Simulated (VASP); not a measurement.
Here is a VASP 6.6.1 calculation.

The input INCAR:

```
PREC     = Accurate       # precision mode
ENCUT    = 520            # plane-wave cutoff, eV
EDIFF    = 1E-6           # SCF threshold, eV
ISMEAR   = 0              # smearing method
SIGMA    = 0.05           # smearing width, eV
LREAL    = F              # projectors in reciprocal space
LASPH    = T              # aspherical terms in the spheres
NELM     = 60             # most SCF steps
ALGO     = Normal         # electronic algorithm
ISIF     = 2              # what is computed and relaxed
LWAVE    = F              # write WAVECAR
LCHARG   = T              # write CHGCAR
LELF     = T              # ELF
LVHAR    = T            
NBANDS   = 17             # bands
```

File KPOINTS:

```
regular mesh
0
Gamma
  12 12 12
```

The input POSCAR:

```
LiMgBN2
1.0
   -1.8499397319      1.8499397319      4.7350269823
    1.8499397319     -1.8499397319      4.7350269823
    1.8499397319      1.8499397319     -4.7350269823
Li Mg B N
1 1 1 2
Direct
    0.2500000000      0.7500000000      0.5000000000
    0.7500000000      0.2500000000      0.5000000000
    0.5000000000      0.5000000000      0.0000000000
    0.6512635000      0.6512635000      0.0000000000
    0.3487365000      0.3487365000      0.0000000000
```

Potentials or basis: VASP PAW LDA potentials, release 64 (Li_sv, Mg, B, N).

Command:

```sh
$ cat potpaw_LDA.64/Li_sv/POTCAR potpaw_LDA.64/Mg/POTCAR potpaw_LDA.64/B/POTCAR potpaw_LDA.64/N/POTCAR > POTCAR
$ mpirun -np 1 vasp_std > vasp.out
```

Problem. What does it give for the band gap on the k mesh?

Solution. 2.48 eV (least direct gap 3.48 eV).

Problem. What does it give for the largest force?

Solution. 3.684 eV/Å.

Forces on the atoms (eV/Å):
```
Li   0.000  0.000  0.000
Mg   0.000  0.000  0.000
B    0.000  0.000  0.000
N    0.000  0.000 -3.684
N    0.000  0.000  3.684
```

Caveat: forces of over 1 eV/Å act on the atoms, so gaps and moduli don't describe the material at rest. A k mesh can miss the band edges.
